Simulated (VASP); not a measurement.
# Ti2O (P-3m1) in VASP: a series of runs

Ti2O is run at these levels: PBEsol; tasks: single point.

All numbers are computed with VASP 6.6.1; they aren't measurements. Logs are shortened: lines on timing, memory, paths and dates and some standing lists are left out, and cuts for length are marked.

## (1) The cell of the first run

It takes space group P-3m1 (No. 164, trigonal). The conventional cell has a = 2.923 Å, b = 2.923 Å, c = 4.752 Å, α = 90.00°, β = 90.00°, γ = 120.00°. Within 2.8 Å of Ti (site symmetry 3m) lie 3 O at 2.10 Å. Within 2.8 Å of O (site symmetry -3m) lie 6 Ti at 2.10 Å.

## (2) Single point, PBEsol (biaxial strain in the a-b plane: -1.0 %)

INCAR reads:

```
PREC = Accurate
ENCUT = 520
EDIFF = 1E-6
ISMEAR = 0
SIGMA = 0.1
LREAL = False
LASPH = True
NELM = 60
ALGO = Normal
ISIF = 2
LWAVE = False
LCHARG = False
GGA = PS
NBANDS = 22
```

KPOINTS reads:

```
Automatic mesh
0
Gamma
  24 24 12
```

POSCAR reads:

```
Ti2O
1.0
    2.9234224583      0.0000000000      0.0000000000
   -1.4617112291      2.5317581149      0.0000000000
    0.0000000000      0.0000000000      4.7520760619
Ti O
2 1
Direct
    0.6666666667      0.3333333333      0.2626749712
    0.3333333333      0.6666666667      0.7373250288
    0.0000000000      0.0000000000      0.0000000000
```

Potentials or basis: VASP PAW PBE potentials, release 64 (Ti_sv, O).

Started as:

```bash
cat potpaw_PBE.64/Ti_sv/POTCAR potpaw_PBE.64/O/POTCAR > POTCAR
mpirun -np 1 vasp_std > vasp.out
```

OUTCAR:

```text
PREC = Accurate
   ENCUT = 520
   EDIFF = 1E-6
   ISMEAR = 0
   LREAL = False
   LASPH = True
   NELM = 60
   ISIF = 2
   GGA = PS

 ion  position               nearest neighbor table
   1  0.667  0.333  0.263-   3 2.10   3 2.10   3 2.10   2 2.82   2 2.82   2 2.82
   2  0.333  0.667  0.737-   3 2.10   3 2.10   3 2.10   1 2.82   1 2.82   1 2.82
   3  0.000  0.000  0.000-   1 2.10   2 2.10   2 2.10   1 2.10   1 2.10   2 2.10

  LATTYP: Found a hexagonal cell.
 ALAT       =     2.9234224583
 C/A-ratio  =     1.6255180802

  Lattice vectors:

 A1 = (   2.9234224583,   0.0000000000,   0.0000000000)
 A2 = (  -1.4617112291,   2.5317581149,   0.0000000000)
 A3 = (   0.0000000000,   0.0000000000,   4.7520760619)

Analysis of symmetry for initial positions (statically):
=====================================================================
 Subroutine PRICEL returns:
 Original cell was already a primitive cell.

 Routine SETGRP: Setting up the symmetry group for a
 hexagonal supercell.

 Subroutine GETGRP returns: Found 12 space group operations
 (whereof 12 operations were pure point group operations)
 out of a pool of 24 trial point group operations.

The static configuration has the point symmetry D_3d.

Analysis of symmetry for dynamics (positions and initial velocities):
=====================================================================
 Subroutine PRICEL returns:
 Original cell was already a primitive cell.

 Routine SETGRP: Setting up the symmetry group for a
 hexagonal supercell.

 Subroutine GETGRP returns: Found 12 space group operations
 (whereof 12 operations were pure point group operations)
 out of a pool of 24 trial point group operations.

The dynamic configuration has the point symmetry D_3d.

 Subroutine INISYM returns: Found 12 space group operations
 (whereof 12 operations are pure point group operations),
 and found     1 'primitive' translations

----------------------------------------------------------------------------------------

                                     Primitive cell

  volume of cell :      35.1720

  direct lattice vectors                    reciprocal lattice vectors
     2.923422458  0.000000000  0.000000000     0.342064828  0.197491220  0.000000000
    -1.461711229  2.531758115  0.000000000     0.000000000  0.394982441  0.000000000
     0.000000000  0.000000000  4.752076062     0.000000000  0.000000000  0.210434342

  length of vectors
     2.923422458  2.923422458  4.752076062     0.394982441  0.394982441  0.210434342

  position of ions in fractional coordinates (direct lattice)
     0.666666667  0.333333333  0.262674971
     0.333333333  0.666666667  0.737325029
     0.000000000  0.000000000  0.000000000

  ion indices of the primitive-cell ions
   primitive index   ion index
                 1           1
                 2           2
                 3           3

----------------------------------------------------------------------------------------

 KPOINTS: Automatic mesh

Automatic generation of k-mesh.
 Grid dimensions read from file:
 generate k-points for:   24   24   12

 Generating k-lattice:

  Cartesian coordinates                     Fractional coordinates (reciprocal lattice)
     0.014252701  0.008228801  0.000000000     0.041666667  0.000000000  0.000000000
     0.000000000  0.016457602  0.000000000     0.000000000  0.041666667  0.000000000
     0.000000000  0.000000000  0.017536195     0.000000000  0.000000000  0.083333333

  Length of vectors
     0.016457602  0.016457602  0.017536195

  Shift w.r.t. Gamma in fractional coordinates (k-lattice)
     0.000000000  0.000000000  0.000000000

 Subroutine IBZKPT returns following result:
 ===========================================

 Found    667 irreducible k-points:

 Following reciprocal coordinates:
            Coordinates               Weight
  0.000000  0.000000  0.000000      1.000000
  0.041667  0.000000  0.000000      6.000000
  0.083333  0.000000  0.000000      6.000000
  0.125000  0.000000  0.000000      6.000000
  0.166667  0.000000  0.000000      6.000000
  0.208333  0.000000  0.000000      6.000000
[... 16 lines left out ...]
  0.416667  0.041667  0.000000     12.000000
  0.458333  0.041667  0.000000     12.000000
 [... further k-points ...]
   k-points           NKPTS =    667   k-points in BZ     NKDIM =    667   number of bands    NBANDS=     22
   number of dos      NEDOS =    301   number of ions     NIONS =      3
   total plane-waves  NPLWV =  20736
   dimension x,y,z NGX =    24 NGY =   24 NGZ =   36
   dimension x,y,z NGXF=    48 NGYF=   48 NGZF=   72
   ions per type =               2   1
   NGX,Y,Z   is equivalent  to a cutoff of  13.65, 13.65, 12.59 a.u.
   NGXF,Y,Z  is equivalent  to a cutoff of  27.30, 27.30, 25.19 a.u.
 SYSTEM =  unknown system
   PREC   = accura    normal or accurate (medium, high low for compatibility)
   ISTART =      0    job   : 0-new  1-cont  2-samecut
   ICHARG =      2    charge: 1-file 2-atom 10-const
   ISPIN  =      1    spin polarized calculation?
   LNONCOLLINEAR =      F non collinear calculations
   LSORBIT =      F    spin-orbit coupling
   LASPH  =      T    aspherical Exc in radial PAW
   ENCUT  =  520.0 eV  38.22 Ry    6.18 a.u.   5.44  5.44  8.84*2*pi/ulx,y,z
   NELM   =     60;   NELMIN=  2; NELMDL= -5     # of ELM steps
   EDIFF  = 0.1E-05   stopping-criterion for ELM
   LREAL  =      F    real-space projection
   EDIFFG = 0.1E-04   stopping-criterion for IOM
   NSW    =      0    number of steps for IOM
   IBRION =     -1    ionic relax: 0-MD 1-quasi-New 2-CG
   NFREE  =      0    steps in history (QN), initial steepest desc. (CG)
   ISIF   =      2    stress and relaxation
   ISYM   =      2    0-nonsym 1-usesym 2-fastsym
   POTIM  = 0.5000    time-step for ionic-motion
   TEBEG  =    0.0;   TEEND  =   0.0 temperature during run
   PSTRESS=    0.0 pullay stress
   NELECT =      30.0000    total number of electrons
   NUPDOWN=      -1.0000    fix difference up-down
   EMIN   =  10.00;   EMAX   =-10.00  energy-range for DOS
   EFERMI =   0.00;   METHOD = LEGACY
   ISMEAR =     0;   SIGMA  =   0.10  broadening in eV -4-tet -1-fermi 0-gaus
   EFERMI_NEDOS =   21; number of points for ismear=-14 and -15
   IALGO  =     38    algorithm
   IMIX   =      4    mixing-type and parameters
     AMIX     =   0.40;   BMIX     =  1.00
     AMIX_MAG =   1.60;   BMIX_MAG =  1.00
  volume/ion in A,a.u.               =      11.72        79.12
  Fermi-wavevector in a.u.,A,eV,Ry     =   1.552564  2.933921 32.796233  2.410455
  Thomas-Fermi vector in A             =   2.656921
   LORBIT       =      0    0 simple, 1 ext, 2 COOP (PROOUT), +10 PAW based schemes
   GGA     = PS    functional components
   LHFCALC =     F    Hartree Fock is set to
   AEXX    =    0.0000 exact exchange contribution
   IVDW    =     0    specifies the selected vdW correction
   LEPSILON=     F    determine dielectric tensor
   LRPA    =     F    only Hartree local field effects (RPA)
 non-spin polarized calculation
 Gauss-broadening in eV      SIGMA  =   0.10
  energy-cutoff  :      520.00
  volume of cell :       35.17
 maximum number of plane-waves:       970
 NGX is ok and might be reduce to    24
   NGX = 11   NGY = 11   NGZ = 17

 number of electron      29.9999987 magnetization

 Free energy of the ion-electron system (eV)
  ---------------------------------------------------
  ext. energy  EPLUGINS =         0.00000000
  ---------------------------------------------------
  free energy    TOTEN  =       -27.60191145 eV

  energy without entropy =      -27.59653905  energy(sigma->0) =      -27.59922525

 E-fermi :  10.1784     XC(G=0): -12.6553

 val. band max:       10.1781315382   @ k =   0.3750   0.0417   0.3333
 cond. band min:      10.1786019834   @ k =  -0.1250  -0.4583   0.4167
 fundamental gap:      0.0004704451
 Fermi energy:        10.1783859748

 k-point     1 :       0.0000    0.0000    0.0000
  band No.  band energies     occupation
      1     -46.7473      2.00000
      2     -46.6086      2.00000
      3     -23.5599      2.00000
      4     -22.8173      2.00000
      5     -22.8173      2.00000
      6     -22.7317      2.00000
[... 14 lines left out ...]
     21      11.4061      0.00000
     22      14.3166      0.00000

 k-point     2 :       0.0417    0.0000    0.0000
  band No.  band energies     occupation
      1     -46.7454      2.00000
      2     -46.6077      2.00000
      3     -23.5546      2.00000
      4     -22.8282      2.00000
      5     -22.8207      2.00000
      6     -22.7424      2.00000
[... 14 lines left out ...]
     21      11.5614      0.00000
     22      14.1780      0.00000

 k-point     3 :       0.0833    0.0000    0.0000
  band No.  band energies     occupation
      1     -46.7396      2.00000
      2     -46.6051      2.00000
      3     -23.5386      2.00000
      4     -22.8594      2.00000
      5     -22.8305      2.00000
      6     -22.7733      2.00000
[... 14 lines left out ...]
     21      11.7834      0.00000
     22      13.9147      0.00000

 k-point     4 :       0.1250    0.0000    0.0000
  band No.  band energies     occupation
      1     -46.7303      2.00000
      2     -46.6011      2.00000
      3     -23.5128      2.00000
      4     -22.9082      2.00000
      5     -22.8456      2.00000
      6     -22.8210      2.00000
[... 14 lines left out ...]
     21      12.0203      0.00000
     22      13.6562      0.00000

 k-point     5 :       0.1667    0.0000    0.0000
  band No.  band energies     occupation
      1     -46.7181      2.00000
      2     -46.5959      2.00000
      3     -23.4783      2.00000
      4     -22.9718      2.00000
      5     -22.8805      2.00000
      6     -22.8646      2.00000
[... 14 lines left out ...]
     21      12.3575      0.00000
     22      13.4419      0.00000

 k-point     6 :       0.2083    0.0000    0.0000
  band No.  band energies     occupation
      1     -46.7035      2.00000
      2     -46.5902      2.00000
      3     -23.4367      2.00000
      4     -23.0465      2.00000
      5     -22.9464      2.00000
      6     -22.8859      2.00000
[... 14 lines left out ...]
     21      12.7420      0.00000
     22      13.3055      0.00000

 k-point     7 :       0.2500    0.0000    0.0000
  band No.  band energies     occupation
      1     -46.6874      2.00000
      2     -46.5844      2.00000
      3     -23.3905      2.00000
      4     -23.1266      2.00000
      5     -23.0141      2.00000
      6     -22.9081      2.00000
[... 324 lines left out ...]
      6     -22.9411      2.00000
[... 14 lines left out ...]
     21      13.0765      0.00000
     22      13.8604      0.00000

 k-point    21 :       0.3333    0.0417    0.0000
  band No.  band energies     occupation
      1     -46.6458      2.00000
      2     -46.5734      2.00000
      3     -23.3414      2.00000
      4     -23.2365      2.00000
      5     -23.1633      2.00000
      6     -22.9612      2.00000
[... 14 lines left out ...]
     21      13.1333      0.00000
     22      13.7531      0.00000

 k-point    22 :       0.3750    0.0417    0.0000
  band No.  band energies     occupation
      1     -46.6320      2.00000
      2     -46.5716      2.00000
      3     -23.3905      2.00000
      4     -23.2215      2.00000
      5     -23.1800      2.00000
      6     -22.9773      2.00000
[... 14 lines left out ...]
     21      13.1836      0.00000
     22      13.6425      0.00000

 k-point    23 :       0.4167    0.0417    0.0000
  band No.  band energies     occupation
      1     -46.6215      2.00000
      2     -46.5711      2.00000
      3     -23.4288      2.00000
      4     -23.2443      2.00000
      5     -23.1483      2.00000
      6     -22.9887      2.00000
[... 14 lines left out ...]
     21      13.2640      0.00000
     22      13.5380      0.00000

 k-point    24 :       0.4583    0.0417    0.0000
  band No.  band energies     occupation
      1     -46.6156      2.00000
      2     -46.5713      2.00000
      3     -23.4490      2.00000
      4     -23.2587      2.00000
      5     -23.1251      2.00000
      6     -22.9947      2.00000
[... 14 lines left out ...]
     21      13.3465      0.00000
     22      13.4447      0.00000

 [... further k-points ...]

------------------------ aborting loop because EDIFF is reached ----------------------------------------

  FORCE on cell =-STRESS in cart. coord.  units (eV):
  Direction    XX          YY          ZZ          XY          YZ          ZX
  --------------------------------------------------------------------------------------
  -------------------------------------------------------------------------------------
  Total        1.0471934      1.0471934      0.1064268      0.0000000     -0.0000000      0.0000000
  in kB       47.7024095     47.7024095      4.8480219      0.0000000     -0.0000000      0.0000000
  external PRESSURE =      33.4176136 kB  Pullay stress =       0.0000000 kB

 VOLUME and BASIS-vectors are now :
 -----------------------------------------------------------------------------
  energy-cutoff  :      520.00
  volume of cell :       35.17
      direct lattice vectors                 reciprocal lattice vectors
     2.923422458  0.000000000  0.000000000     0.342064828  0.197491220  0.000000000
    -1.461711229  2.531758115  0.000000000     0.000000000  0.394982441  0.000000000
     0.000000000  0.000000000  4.752076062     0.000000000  0.000000000  0.210434342

 POSITION                                       TOTAL-FORCE (eV/Angst)
 -----------------------------------------------------------------------------------
      1.46171      0.84392      1.24825        -0.000000      0.000000      0.205184
     -0.00000      1.68784      3.50382        -0.000000      0.000000     -0.205184
      0.00000      0.00000      0.00000         0.000000      0.000000      0.000000
 -----------------------------------------------------------------------------------
    total drift:                               -0.000000      0.000000      0.000000

  FREE ENERGIE OF THE ION-ELECTRON SYSTEM (eV)
  ---------------------------------------------------
  free  energy   TOTEN  =       -27.6019114481 eV

  energy  without entropy=      -27.5965390489  energy(sigma->0) =      -27.59922525
```

It took 10 min on 1 thread of Oxide Virtual Turin-like, shared host; peak memory 0.49 GiB.

What came out:

| Item | Value |
| --- | --- |
| Free energy | -27.6019 eV |
| Pressure | 3.3 GPa |
| Largest force | 0.205 eV/Å |
| Band gap on the k mesh | zero (band 15 reaches 10.64 eV, above the bottom of band 16 at 9.83 eV) |

Forces in eV/Å, atoms in the order of the input:
```
Ti   0.000  0.000  0.205
Ti   0.000  0.000 -0.205
O    0.000  0.000  0.000
```

Stress tensor (GPa, compression positive):
```
4.77 0.00 0.00
0.00 4.77 0.00
0.00 0.00 0.48
```

Caveat: the cell differs from its parent crystal (biaxial strain in the a-b plane: -1.0 %); the PAW data sets were made with another functional, which shifts forces and pressure a little.

## (3) Single point, PBEsol

This run uses another cell than the first one, of 11.89 Å³/atom, 1.014 times its volume.

INCAR reads:

```
SYSTEM = Ti2O
PREC = Accurate
ENCUT = 520
EDIFF = 1E-6
ISMEAR = 0
SIGMA = 0.1
LREAL = .False.
LASPH = .True.
NELM = 80
ALGO = Normal
ISIF = 2
LWAVE = .False.
LCHARG = .False.
GGA = PS
NBANDS = 22
```

KPOINTS reads:

```
Automatic mesh
0
Gamma
  24 24 12
  0 0 0
```

POSCAR reads:

```
Ti2O
1.0
    2.9529519781      0.0000000000      0.0000000000
   -1.4764759890      2.5573314292      0.0000000000
    0.0000000000      0.0000000000      4.7237336599
Ti O
2 1
Direct
    0.6666666667      0.3333333333      0.2626749712
    0.3333333333      0.6666666667      0.7373250288
    0.0000000000      0.0000000000      0.0000000000
```

Potentials or basis: VASP PAW PBE potentials, release 64 (Ti_sv, O).

Started as:

```bash
cat potpaw_PBE.64/Ti_sv/POTCAR potpaw_PBE.64/O/POTCAR > POTCAR
mpirun -np 1 vasp_std > vasp.out
```

Run time: 12 min. Hardware: 1 thread of Oxide Virtual Turin-like, shared host; peak memory 0.48 GiB.

The run converged. Its results:

- Free energy: -27.6132 eV
- Pressure: 0.4 GPa
- Largest force: 0.055 eV/Å
- Band gap on the k mesh: zero (band 15 reaches 10.45 eV, above the bottom of band 16 at 9.69 eV)

Forces in eV/Å, atoms in the order of the input:
```
Ti   0.000  0.000  0.055
Ti   0.000  0.000 -0.055
O    0.000  0.000  0.000
```

Levels at points of the mesh, in eV from the Fermi level:
```
           k point  band 13  band 14  band 15  band 16  band 17  band 18
(0.00, 0.00, 0.00)    -3.65    -0.01     0.19     0.57     0.57     1.04
(0.50, 0.00, 0.00)    -2.69    -1.29    -0.50     1.31     1.78     2.90
(0.00, 0.00, 0.50)    -1.76    -1.57     0.08     0.08     1.29     2.03
(0.50, 0.00, 0.50)    -1.69    -1.23    -0.60    -0.16     1.09     2.67
```

Caveat: the PAW data sets were made with another functional, which shifts forces and pressure a little.

[end of part 1 of 2]
